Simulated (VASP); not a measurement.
Runs of VASP 6.6.1 on Cd3C. The structure is that of space group Pm-3m (No. 221), or close to it. The cells are those of the table. 

```csv
task,cell,k mesh,gap on the mesh (eV),pressure (GPa),relaxed volume (Å³/atom)
relaxation of cell and atoms,"relaxed from a = 4.171 Å, 4 atoms",12 × 12 × 12,none,-0.1,18.24
relaxation of cell and atoms,"relaxed from a = 4.261 Å, 4 atoms",12 × 12 × 12,none,0.0,(a)
single point,"a = 4.261 Å, 4 atoms",4 × 4 × 4,none,-3.2,-
single point,"a = 4.171 Å, 4 atoms",12 × 12 × 12,none,0.3,-
```

Alike in all rows: level PBE; potentials or basis VASP PAW PBE potentials, release 64 (Cd, C); no spin polarisation; cutoff (eV) 600; smearing gaussian 0.1 eV.

Task: Estimate the missing entries.

Result: (a) 18.22.

Caveats: some runs use coarse meshes.

A k mesh can miss the band edges, and the runs leave out spin-orbit coupling on Cd.

A gap of «none» marks levels without a gap at the run's occupations.
